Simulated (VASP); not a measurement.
# Ni (Im-3m) in VASP: further runs

Runs on Ni. Level: r2SCAN+D3(BJ). Tasks: single point.

All numbers are computed with VASP 6.6.1; they aren't measurements. Logs are shortened: lines on timing, memory, paths and dates and some standing lists are left out, and cuts for length are marked.

**1. The cell of the first run**

It takes space group Im-3m (No. 229, cubic). Conventional cell: a = 2.767 Å, b = 2.767 Å, c = 2.767 Å, α = 90.00°, β = 90.00°, γ = 90.00°. Within 3.2 Å of Ni (site symmetry m-3m) lie 14 Ni at 2.40 to 2.77 Å.

**2. Single point, r2SCAN+D3(BJ), collinear spin, zero start**

POSCAR

```
Ni
1.0
   -1.3837150000      1.3837150000      1.3837150000
    1.3837150000     -1.3837150000      1.3837150000
    1.3837150000      1.3837150000     -1.3837150000
Ni
1
Direct
    0.0000000000      0.0000000000      0.0000000000
```

INCAR.step1

```
PREC     = Accurate       # precision mode
ENCUT    = 520            # plane-wave cutoff, eV
ISMEAR   = -1             # smearing method
SIGMA    = 0.1            # smearing width, eV
LREAL    = F              # projectors in reciprocal space
LASPH    = T              # aspherical terms in the spheres
NELM     = 150            # most SCF steps
ISPIN    = 2              # spin polarisation
MAGMOM   = 0              # initial moments
NUPDOWN  = 0.0            # fixed moment
LMAXMIX  = 4              # l up to which the mixer works
NBANDS   = 15             # bands
GGA      = PE             # functional
ALGO     = Normal         # electronic algorithm
EDIFF    = 1E-4           # SCF threshold, eV
LWAVE    = T              # write WAVECAR
LCHARG   = F              # write CHGCAR
```

INCAR.step2

```
PREC     = Accurate       # precision mode
ENCUT    = 520            # plane-wave cutoff, eV
EDIFF    = 1E-6           # SCF threshold, eV
ISMEAR   = -1             # smearing method
SIGMA    = 0.1            # smearing width, eV
LREAL    = F              # projectors in reciprocal space
LASPH    = T              # aspherical terms in the spheres
NELM     = 150            # most SCF steps
ALGO     = Normal         # electronic algorithm
ISIF     = 2              # what is computed and relaxed
LWAVE    = F              # write WAVECAR
LCHARG   = F              # write CHGCAR
ISPIN    = 2              # spin polarisation
MAGMOM   = 0              # initial moments
LORBIT   = 11             # projections on sites
NUPDOWN  = 0.0            # fixed moment
LMAXMIX  = 4              # l up to which the mixer works
METAGGA  = R2SCAN         # meta-GGA
LMIXTAU  = T            
IVDW     = 12             # dispersion correction
VDW_S6   = 1.0          
VDW_S8   = 0.78981345   
VDW_A1   = 0.49484001   
VDW_A2   = 5.73083694   
NBANDS   = 15             # bands
ISTART   = 1
```

KPOINTS

```
Automatic mesh
0
Gamma
  15 15 15
```

Potentials or basis: VASP PAW PBE potentials, release 64 (Ni).

The run is started by

```bash
$ cat potpaw_PBE.64/Ni/POTCAR > POTCAR
$ cp INCAR.step1 INCAR
$ mpirun -np 1 vasp_std > vasp.out
$ cp INCAR.step2 INCAR
$ mpirun -np 1 vasp_std > vasp.out
```

OUTCAR:

```text
PREC = Accurate
   ENCUT = 520
   EDIFF = 1E-6
   ISMEAR = -1
   LREAL = F
   LASPH = T
   NELM = 150
   ISIF = 2
   ISPIN = 2
   LORBIT = 11
   NUPDOWN = 0.0
   METAGGA = R2SCAN
   IVDW = 12
   ISTART = 1
 IVDW          = 12

 ion  position               nearest neighbor table
   1  0.000  0.000  0.000-

  LATTYP: Found a body centered cubic cell.
 ALAT       =     2.7674300000

  Lattice vectors:

 A1 = (  -1.3837150000,   1.3837150000,   1.3837150000)
 A2 = (   1.3837150000,  -1.3837150000,   1.3837150000)
 A3 = (   1.3837150000,   1.3837150000,  -1.3837150000)

Analysis of symmetry for initial positions (statically):
=====================================================================
 Subroutine PRICEL returns:
 Original cell was already a primitive cell.

 Routine SETGRP: Setting up the symmetry group for a
 body centered cubic supercell.

 Subroutine GETGRP returns: Found 48 space group operations
 (whereof 48 operations were pure point group operations)
 out of a pool of 48 trial point group operations.

The static configuration has the point symmetry O_h .

Analysis of symmetry for dynamics (positions and initial velocities):
=====================================================================
 Subroutine PRICEL returns:
 Original cell was already a primitive cell.

 Routine SETGRP: Setting up the symmetry group for a
 body centered cubic supercell.

 Subroutine GETGRP returns: Found 48 space group operations
 (whereof 48 operations were pure point group operations)
 out of a pool of 48 trial point group operations.

The dynamic configuration has the point symmetry O_h .

Analysis of structural, dynamic, and magnetic symmetry:
=====================================================================
 Subroutine PRICEL returns:
 Original cell was already a primitive cell.

 Routine SETGRP: Setting up the symmetry group for a
 body centered cubic supercell.

 Subroutine GETGRP returns: Found 48 space group operations
 (whereof 48 operations were pure point group operations)
 out of a pool of 48 trial point group operations.

The overall configuration has the point symmetry O_h .

 Subroutine INISYM returns: Found 48 space group operations
 (whereof 48 operations are pure point group operations),
 and found     1 'primitive' translations

----------------------------------------------------------------------------------------

                                     Primitive cell

  volume of cell :      10.5974

  direct lattice vectors                    reciprocal lattice vectors
    -1.383715000  1.383715000  1.383715000     0.000000000  0.361346086  0.361346086
     1.383715000 -1.383715000  1.383715000     0.361346086  0.000000000  0.361346086
     1.383715000  1.383715000 -1.383715000     0.361346086  0.361346086  0.000000000

  length of vectors
     2.396664683  2.396664683  2.396664683     0.511020536  0.511020536  0.511020536

  position of ions in fractional coordinates (direct lattice)
     0.000000000  0.000000000  0.000000000

  ion indices of the primitive-cell ions
   primitive index   ion index
                 1           1

----------------------------------------------------------------------------------------

 KPOINTS: Automatic mesh

Automatic generation of k-mesh.
 Grid dimensions read from file:
 generate k-points for:   15   15   15

 Generating k-lattice:

  Cartesian coordinates                     Fractional coordinates (reciprocal lattice)
     0.000000000  0.024089739  0.024089739     0.066666667  0.000000000  0.000000000
     0.024089739  0.000000000  0.024089739     0.000000000  0.066666667  0.000000000
     0.024089739  0.024089739  0.000000000     0.000000000  0.000000000  0.066666667

  Length of vectors
     0.034068036  0.034068036  0.034068036

  Shift w.r.t. Gamma in fractional coordinates (k-lattice)
     0.000000000  0.000000000  0.000000000

 Subroutine IBZKPT returns following result:
 ===========================================

 Found    120 irreducible k-points:

 Following reciprocal coordinates:
            Coordinates               Weight
  0.000000  0.000000  0.000000      1.000000
  0.066667  0.000000  0.000000     12.000000
  0.133333  0.000000  0.000000     12.000000
  0.200000  0.000000  0.000000     12.000000
  0.266667  0.000000  0.000000     12.000000
  0.333333  0.000000  0.000000     12.000000
[... 16 lines left out ...]
  0.333333  0.200000  0.000000     48.000000
  0.400000  0.200000  0.000000     24.000000
 [... further k-points ...]
   k-points           NKPTS =    120   k-points in BZ     NKDIM =    120   number of bands    NBANDS=     15
   number of dos      NEDOS =    301   number of ions     NIONS =      1
   total plane-waves  NPLWV =   5832
   dimension x,y,z NGX =    18 NGY =   18 NGZ =   18
   dimension x,y,z NGXF=    36 NGYF=   36 NGZF=   36
   ions per type =               1
   NGX,Y,Z   is equivalent  to a cutoff of  12.49, 12.49, 12.49 a.u.
   NGXF,Y,Z  is equivalent  to a cutoff of  24.97, 24.97, 24.97 a.u.
 SYSTEM =  unknown system
   PREC   = accura    normal or accurate (medium, high low for compatibility)
   ISTART =      1    job   : 0-new  1-cont  2-samecut
   ICHARG =      0    charge: 1-file 2-atom 10-const
   ISPIN  =      2    spin polarized calculation?
   LNONCOLLINEAR =      F non collinear calculations
   LSORBIT =      F    spin-orbit coupling
   LASPH  =      T    aspherical Exc in radial PAW
   ENCUT  =  520.0 eV  38.22 Ry    6.18 a.u.   4.46  4.46  4.46*2*pi/ulx,y,z
   NELM   =    150;   NELMIN=  2; NELMDL=  0     # of ELM steps
   EDIFF  = 0.1E-05   stopping-criterion for ELM
   LREAL  =      F    real-space projection
   EDIFFG = 0.1E-04   stopping-criterion for IOM
   NSW    =      0    number of steps for IOM
   IBRION =     -1    ionic relax: 0-MD 1-quasi-New 2-CG
   NFREE  =      0    steps in history (QN), initial steepest desc. (CG)
   ISIF   =      2    stress and relaxation
   ISYM   =      2    0-nonsym 1-usesym 2-fastsym
   POTIM  = 0.5000    time-step for ionic-motion
   TEBEG  =    0.0;   TEEND  =   0.0 temperature during run
   PSTRESS=    0.0 pullay stress
   NELECT =      10.0000    total number of electrons
   NUPDOWN=       0.0000    fix difference up-down
   EMIN   =  10.00;   EMAX   =-10.00  energy-range for DOS
   EFERMI =   0.00;   METHOD = LEGACY
   ISMEAR =    -1;   SIGMA  =   0.10  broadening in eV -4-tet -1-fermi 0-gaus
   EFERMI_NEDOS =   21; number of points for ismear=-14 and -15
   IALGO  =     38    algorithm
   IMIX   =      4    mixing-type and parameters
     AMIX     =   0.40;   BMIX     =  1.00
     AMIX_MAG =   1.60;   BMIX_MAG =  1.00
  volume/ion in A,a.u.               =      10.60        71.51
  Fermi-wavevector in a.u.,A,eV,Ry     =   1.605739  3.034406 35.081214  2.578397
  Thomas-Fermi vector in A             =   2.702037
   LORBIT       =     11    0 simple, 1 ext, 2 COOP (PROOUT), +10 PAW based schemes
   METAGGA = R2SCAN    functional components
   LHFCALC =     F    Hartree Fock is set to
   AEXX    =    0.0000 exact exchange contribution
   IVDW    =    12    specifies the selected vdW correction
   LEPSILON=     F    determine dielectric tensor
   LRPA    =     F    only Hartree local field effects (RPA)
 spin polarized calculation
  energy-cutoff  :      520.00
  volume of cell :       10.60
 maximum number of plane-waves:       321
 NGX is ok and might be reduce to    18
   NGX =  9   NGY =  9   NGZ =  9

 number of electron      10.0000004 magnetization       0.0000000

 number of electron      10.0000004 magnetization      -0.0000000

 Free energy of the ion-electron system (eV)
  ---------------------------------------------------
  ext. energy  EPLUGINS =         0.00000000
  ---------------------------------------------------
  free energy    TOTEN  =       -11.80671655 eV

  energy without entropy =      -11.74893550  energy(sigma->0) =      -11.77782603

 E-fermi :   9.3427     XC(G=0): -14.5290

 val. band max:        9.3370506397   @ k =  -0.4000   0.4000   0.2667
 cond. band min:       9.3614533463   @ k =  -0.4000  -0.4667   0.2000
 fundamental gap:      0.0244027067
 Fermi energy:         9.3427190058

 spin component 1

 k-point     1 :       0.0000    0.0000    0.0000
  band No.  band energies     occupation
      1       0.0089      1.00000
      2       7.3519      1.00000
      3       7.3519      1.00000
      4       7.3519      1.00000
      5       8.6598      0.99892
      6       8.6598      0.99892
      7      37.2264      0.00000
      8      37.2264      0.00000
      9      37.2264      0.00000
     10      42.4466      0.00000
     11      42.4466      0.00000
     12      44.1427      0.00000
     13      44.1428      0.00000
     14      44.1428      0.00000
[... 401 lines left out ...]
      2       6.3916      1.00000
      3       7.2276      1.00000
      4       8.6356      0.99915
      5       9.0462      0.95100
      6      13.1491      0.00000
      7      16.8457      0.00000
      8      22.7089      0.00000
      9      29.9558      0.00000
     10      37.9038      0.00000
     11      43.3034      0.00000
     12      46.2543      0.00000
     13      49.6801      0.00000
     14      54.3939      0.00000
     15      57.9023      0.00000

 [... further k-points ...]

 spin component 2

 k-point     1 :       0.0000    0.0000    0.0000
  band No.  band energies     occupation
      1       0.0089      1.00000
      2       7.3519      1.00000
      3       7.3519      1.00000
      4       7.3519      1.00000
      5       8.6598      0.99892
      6       8.6598      0.99892
      7      37.2264      0.00000
      8      37.2264      0.00000
      9      37.2264      0.00000
     10      42.4466      0.00000
     11      42.4466      0.00000
     12      44.1427      0.00000
     13      44.1428      0.00000
     14      44.1428      0.00000
[... 401 lines left out ...]
      2       6.3916      1.00000
      3       7.2276      1.00000
      4       8.6356      0.99915
      5       9.0462      0.95100
      6      13.1491      0.00000
      7      16.8457      0.00000
      8      22.7089      0.00000
      9      29.9558      0.00000
     10      37.9038      0.00000
     11      43.3034      0.00000
     12      46.2543      0.00000
     13      49.6801      0.00000
     14      54.3939      0.00000
     15      57.9023      0.00000

 [... further k-points ...]

------------------------ aborting loop because EDIFF is reached ----------------------------------------

 Edisp (eV)   -0.22310

 E8    (eV) :    -0.0753

  FORCE on cell =-STRESS in cart. coord.  units (eV):
  Direction    XX          YY          ZZ          XY          YZ          ZX
  --------------------------------------------------------------------------------------
  -------------------------------------------------------------------------------------
  Total      -0.36684    -0.36684    -0.36684     0.00000    -0.00000     0.00000
  in kB     -55.46134   -55.46134   -55.46134     0.00000    -0.00000     0.00000
  external pressure =      -55.46 kB  Pullay stress =        0.00 kB

 VOLUME and BASIS-vectors are now :
 -----------------------------------------------------------------------------
  energy-cutoff  :      520.00
  volume of cell :       10.60
      direct lattice vectors                 reciprocal lattice vectors
    -1.383715000  1.383715000  1.383715000     0.000000000  0.361346086  0.361346086
     1.383715000 -1.383715000  1.383715000     0.361346086  0.000000000  0.361346086
     1.383715000  1.383715000 -1.383715000     0.361346086  0.361346086  0.000000000

 POSITION                                       TOTAL-FORCE (eV/Angst)
 -----------------------------------------------------------------------------------
      0.00000      0.00000      0.00000         0.000000     -0.000000     -0.000000
 -----------------------------------------------------------------------------------
    total drift:                                0.000000      0.000000      0.000000

  FREE ENERGIE OF THE ION-ELECTRON SYSTEM (eV)
  ---------------------------------------------------
  free  energy   TOTEN  =       -12.0298140512 eV

  energy  without entropy=      -11.9720330009  energy(sigma->0) =      -12.00092353

 total charge

# of ion       s       p       d       tot
------------------------------------------
    1        0.513   0.522   8.367   9.402

 magnetization (x)

# of ion       s       p       d       tot
------------------------------------------
    1       -0.000   0.000  -0.000  -0.000
```

Wall time 1.7 min (1 thread of Intel Xeon Platinum 8559C (Emerald Rapids), shared host); peak memory 0.15 GiB.

Results:

| Item | Value |
| --- | --- |
| Free energy | -12.0298 eV |
| Pressure | -5.5 GPa |
| Net moment | 0.00 μB per cell |
| Valence electrons inside the program's atomic spheres | Ni 9.40 |
| Dispersion energy per atom | -0.223 eV |

Caveat: the PAW data sets were made with another functional, which shifts forces and pressure a little; the total moment is fixed, so each spin has its own Fermi level.

**3. Single point, r2SCAN+D3(BJ), collinear spin, ferromagnetic start**

POSCAR is that of step 2.

INCAR.step1

```
SYSTEM = Ni
ALGO = Normal
EDIFF = 1E-4
ENCUT = 520
GGA = PE
ISMEAR = -1
ISPIN = 2
LASPH = .True.
LCHARG = .False.
LMAXMIX = 4
LREAL = .False.
LWAVE = .True.
MAGMOM = 0.49
NBANDS = 15
NELM = 150
NUPDOWN = 0.4
PREC = Accurate
SIGMA = 0.1
```

INCAR.step2

```
SYSTEM = Ni
ALGO = Normal
EDIFF = 1E-6
ENCUT = 520
ISIF = 2
ISMEAR = -1
ISPIN = 2
ISTART = 1
IVDW = 12
LASPH = .True.
LCHARG = .False.
LMAXMIX = 4
LMIXTAU = .True.
LORBIT = 11
LREAL = .False.
LWAVE = .False.
MAGMOM = 0.49
METAGGA = R2SCAN
NBANDS = 15
NELM = 150
NUPDOWN = 0.4
PREC = Accurate
SIGMA = 0.1
VDW_A1 = 0.49484001
VDW_A2 = 5.73083694
VDW_S6 = 1.0
VDW_S8 = 0.78981345
```

KPOINTS

```
k-points
0
Gamma
  15 15 15
  0 0 0
```

Potentials or basis: VASP PAW PBE potentials, release 64 (Ni).

The run is started by

```bash
$ cat potpaw_PBE.64/Ni/POTCAR > POTCAR
$ cp INCAR.step1 INCAR
$ mpirun -np 1 vasp_std > vasp.out
$ cp INCAR.step2 INCAR
$ mpirun -np 1 vasp_std > vasp.out
```

It took 90 s on 1 thread of Intel Xeon Platinum 8559C (Emerald Rapids), shared host; peak memory 0.15 GiB.

It converged, with:

```yaml
Free_energy: -12.0538 eV
Pressure: -4.2 GPa
Net_moment: 0.40 μB per cell
Site_moments: Ni +0.41 μB
Valence_electrons_inside_the_program's_atomic_spheres: Ni 9.40
Dispersion_energy_per_atom: -0.223 eV
```

Caveat: the PAW data sets were made with another functional, which shifts forces and pressure a little; the total moment is fixed, so each spin has its own Fermi level.

(Continued in part 2 of 2.)
